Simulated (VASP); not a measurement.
# EuSb (F-43m) in VASP: notebook, part 2 of 3

VASP 6.6.1. The steps go on from the part before.

### 3 Single point, PBE, collinear spin, ferromagnetic start

This run uses another cell than the first one, of 41.42 Å³/atom, 1.039 times its volume.

File INCAR:

```
PREC = Accurate
ENCUT = 520
EDIFF = 1E-6
ISMEAR = 0
SIGMA = 0.05
LREAL = F
LASPH = T
NELM = 150
ALGO = Normal
ISIF = 2
LWAVE = F
LCHARG = T
ISPIN = 2
MAGMOM = 7.12 0
LORBIT = 11
LMAXMIX = 6
GGA = PE
LELF = T
LVHAR = T
NBANDS = 22
```

File KPOINTS:

```
Automatic mesh
0
Gamma
  6 6 6
```

File POSCAR:

```
EuSb
1.0
    0.0000000000      3.4598143788      3.4598143788
    3.4598143788      0.0000000000      3.4598143788
    3.4598143788      3.4598143788      0.0000000000
Eu Sb
1 1
Direct
    0.0000000000      0.0000000000      0.0000000000
    0.2500000000      0.2500000000      0.2500000000
```

Potentials or basis: VASP PAW PBE potentials, release 64 (Eu, Sb).

Run with:

```console
cat potpaw_PBE.64/Eu/POTCAR potpaw_PBE.64/Sb/POTCAR > POTCAR
mpirun -np 1 vasp_std > vasp.out
```

OUTCAR:

```text
PREC = Accurate
   ENCUT = 520
   EDIFF = 1E-6
   ISMEAR = 0
   LREAL = F
   LASPH = T
   NELM = 150
   ISIF = 2
   ISPIN = 2
   LORBIT = 11
   GGA = PE

 ion  position               nearest neighbor table
   1  0.000  0.000  0.000-   2 3.00   2 3.00   2 3.00   2 3.00
   2  0.250  0.250  0.250-   1 3.00   1 3.00   1 3.00   1 3.00

  LATTYP: Found a face centered cubic cell.
 ALAT       =     6.9196287576

  Lattice vectors:

 A1 = (   0.0000000000,   3.4598143788,   3.4598143788)
 A2 = (   3.4598143788,   0.0000000000,   3.4598143788)
 A3 = (   3.4598143788,   3.4598143788,   0.0000000000)

Analysis of symmetry for initial positions (statically):
=====================================================================
 Subroutine PRICEL returns:
 Original cell was already a primitive cell.

 Routine SETGRP: Setting up the symmetry group for a
 face centered cubic supercell.

 Subroutine GETGRP returns: Found 24 space group operations
 (whereof 24 operations were pure point group operations)
 out of a pool of 48 trial point group operations.

The static configuration has the point symmetry T_d .

Analysis of symmetry for dynamics (positions and initial velocities):
=====================================================================
 Subroutine PRICEL returns:
 Original cell was already a primitive cell.

 Routine SETGRP: Setting up the symmetry group for a
 face centered cubic supercell.

 Subroutine GETGRP returns: Found 24 space group operations
 (whereof 24 operations were pure point group operations)
 out of a pool of 48 trial point group operations.

The dynamic configuration has the point symmetry T_d .

Analysis of structural, dynamic, and magnetic symmetry:
=====================================================================
 Subroutine PRICEL returns:
 Original cell was already a primitive cell.

 Routine SETGRP: Setting up the symmetry group for a
 face centered cubic supercell.

 Subroutine GETGRP returns: Found 24 space group operations
 (whereof 24 operations were pure point group operations)
 out of a pool of 48 trial point group operations.

The overall configuration has the point symmetry T_d .

 Subroutine INISYM returns: Found 24 space group operations
 (whereof 24 operations are pure point group operations),
 and found     1 'primitive' translations

----------------------------------------------------------------------------------------

                                     Primitive cell

  volume of cell :      82.8301

  direct lattice vectors                    reciprocal lattice vectors
     0.000000000  3.459814379  3.459814379    -0.144516424  0.144516424  0.144516424
     3.459814379  0.000000000  3.459814379     0.144516424 -0.144516424  0.144516424
     3.459814379  3.459814379  0.000000000     0.144516424  0.144516424 -0.144516424

  length of vectors
     4.892916418  4.892916418  4.892916418     0.250309788  0.250309788  0.250309788

  position of ions in fractional coordinates (direct lattice)
     0.000000000  0.000000000  0.000000000
     0.250000000  0.250000000  0.250000000

  ion indices of the primitive-cell ions
[... 56 lines left out ...]
 SYSTEM =  unknown system
   PREC   = accura    normal or accurate (medium, high low for compatibility)
   ISTART =      0    job   : 0-new  1-cont  2-samecut
   ICHARG =      2    charge: 1-file 2-atom 10-const
   ISPIN  =      2    spin polarized calculation?
   LNONCOLLINEAR =      F non collinear calculations
   LSORBIT =      F    spin-orbit coupling
   LASPH  =      T    aspherical Exc in radial PAW
   ENCUT  =  520.0 eV  38.22 Ry    6.18 a.u.   9.10  9.10  9.10*2*pi/ulx,y,z
   NELM   =    150;   NELMIN=  2; NELMDL= -5     # of ELM steps
   EDIFF  = 0.1E-05   stopping-criterion for ELM
   LREAL  =      F    real-space projection
   EDIFFG = 0.1E-04   stopping-criterion for IOM
   NSW    =      0    number of steps for IOM
   IBRION =     -1    ionic relax: 0-MD 1-quasi-New 2-CG
   NFREE  =      0    steps in history (QN), initial steepest desc. (CG)
   ISIF   =      2    stress and relaxation
   ISYM   =      2    0-nonsym 1-usesym 2-fastsym
   POTIM  = 0.5000    time-step for ionic-motion
   TEBEG  =    0.0;   TEEND  =   0.0 temperature during run
   PSTRESS=    0.0 pullay stress
   NELECT =      22.0000    total number of electrons
   NUPDOWN=      -1.0000    fix difference up-down
   EMIN   =  10.00;   EMAX   =-10.00  energy-range for DOS
   EFERMI =   0.00;   METHOD = LEGACY
   ISMEAR =     0;   SIGMA  =   0.05  broadening in eV -4-tet -1-fermi 0-gaus
   EFERMI_NEDOS =   21; number of points for ismear=-14 and -15
   IALGO  =     38    algorithm
   IMIX   =      4    mixing-type and parameters
     AMIX     =   0.40;   BMIX     =  1.00
     AMIX_MAG =   1.60;   BMIX_MAG =  1.00
  volume/ion in A,a.u.               =      41.42       279.48
  Fermi-wavevector in a.u.,A,eV,Ry     =   1.052332  1.988620 15.067138  1.107403
  Thomas-Fermi vector in A             =   2.187411
   LORBIT       =     11    0 simple, 1 ext, 2 COOP (PROOUT), +10 PAW based schemes
   GGA     = PE    functional components
   LHFCALC =     F    Hartree Fock is set to
   AEXX    =    0.0000 exact exchange contribution
   IVDW    =     0    specifies the selected vdW correction
   LEPSILON=     F    determine dielectric tensor
   LRPA    =     F    only Hartree local field effects (RPA)
 spin polarized calculation
 Gauss-broadening in eV      SIGMA  =   0.05
  energy-cutoff  :      520.00
  volume of cell :       82.83
 maximum number of plane-waves:      2252
   NGX = 19   NGY = 19   NGZ = 19

 number of electron      21.9999992 magnetization       6.0105798

 Free energy of the ion-electron system (eV)
  ---------------------------------------------------
  ext. energy  EPLUGINS =         0.00000000
  ---------------------------------------------------
  free energy    TOTEN  =       -16.13909055 eV

  energy without entropy =      -16.13272337  energy(sigma->0) =      -16.13590696

 E-fermi :   1.8970     XC(G=0):  -8.2371

 val. band max:        1.8903771035   @ k =  -0.1667   0.1667   0.0000
 cond. band min:       1.9128479082   @ k =   0.3333   0.1667   0.0000
 fundamental gap:      0.0224708047
 Fermi energy:         1.8969972263

 spin component 1

 k-point     1 :       0.0000    0.0000    0.0000
  band No.  band energies     occupation
      1     -39.1808      1.00000
      2     -17.8502      1.00000
      3     -17.8502      1.00000
      4     -17.8502      1.00000
      5      -6.2009      1.00000
      6       1.0860      1.00000
[... 389 lines left out ...]
     21       9.9120      0.00000
     22      10.1747      0.00000
 Fermi energy:         1.8969972263

 spin component 2

 k-point     1 :       0.0000    0.0000    0.0000
  band No.  band energies     occupation
      1     -36.2300      1.00000
      2     -15.7616      1.00000
      3     -15.7616      1.00000
      4     -15.7616      1.00000
      5      -6.4524      1.00000
      6       1.2049      1.00000
[... 389 lines left out ...]
     21      10.4863      0.00000
     22      10.6266      0.00000

------------------------ aborting loop because EDIFF is reached ----------------------------------------

  FORCE on cell =-STRESS in cart. coord.  units (eV):
  Direction    XX          YY          ZZ          XY          YZ          ZX
  --------------------------------------------------------------------------------------
  -------------------------------------------------------------------------------------
  Total        2.1932017      2.1932017      2.1932017      0.0000000     -0.0000000      0.0000000
  in kB       42.4229394     42.4229394     42.4229394      0.0000000     -0.0000000      0.0000000
  external PRESSURE =      42.4229394 kB  Pullay stress =       0.0000000 kB

 VOLUME and BASIS-vectors are now :
 -----------------------------------------------------------------------------
  energy-cutoff  :      520.00
  volume of cell :       82.83
      direct lattice vectors                 reciprocal lattice vectors
     0.000000000  3.459814379  3.459814379    -0.144516424  0.144516424  0.144516424
     3.459814379  0.000000000  3.459814379     0.144516424 -0.144516424  0.144516424
     3.459814379  3.459814379  0.000000000     0.144516424  0.144516424 -0.144516424

 POSITION                                       TOTAL-FORCE (eV/Angst)
 -----------------------------------------------------------------------------------
      0.00000      0.00000      0.00000         0.000000      0.000000      0.000000
      1.72991      1.72991      1.72991        -0.000000     -0.000000     -0.000000
 -----------------------------------------------------------------------------------
    total drift:                                0.000000      0.000000      0.000000

  FREE ENERGIE OF THE ION-ELECTRON SYSTEM (eV)
  ---------------------------------------------------
  free  energy   TOTEN  =       -16.1390905547 eV

  energy  without entropy=      -16.1327233664  energy(sigma->0) =      -16.13590696

 total charge

# of ion       s       p       d       f       tot
--------------------------------------------------
    1        2.061   5.725   0.422   6.492  14.700
    2        1.144   1.432   0.006   0.000   2.582
--------------------------------------------------
tot          3.205   7.157   0.428   6.492  17.282

 magnetization (x)

# of ion       s       p       d       f       tot
--------------------------------------------------
    1       -0.006  -0.128   0.027   6.449   6.341
    2       -0.007  -0.237   0.002   0.000  -0.242
--------------------------------------------------
tot         -0.014  -0.365   0.028   6.449   6.098
```

Run time: 1.8 min. Hardware: 1 thread of Intel Xeon Platinum 8259CL at 2.50GHz (Skylake/Cascade Lake), shared host; peak memory 0.27 GiB.

Results:

```
Free energy                                           : -16.1391 eV
Pressure                                              : 4.2 GPa
Band gap on the k mesh                                : zero (filled and empty bands overlap)
Net moment                                            : 6.01 μB per cell
Site moments                                          : Eu +6.34; Sb -0.24 μB
Valence electrons inside the program's atomic spheres : Eu 14.70; Sb 2.58
```

Caveat: spin-orbit coupling is left out, which moves the levels of the heavy elements; a cell with one magnetic atom can't hold antiferromagnetic order, which such compounds often take; without U or exact exchange the open f shell lies at the Fermi level, which spoils levels, moments and volumes.

(Continued in part 3 of 3.)
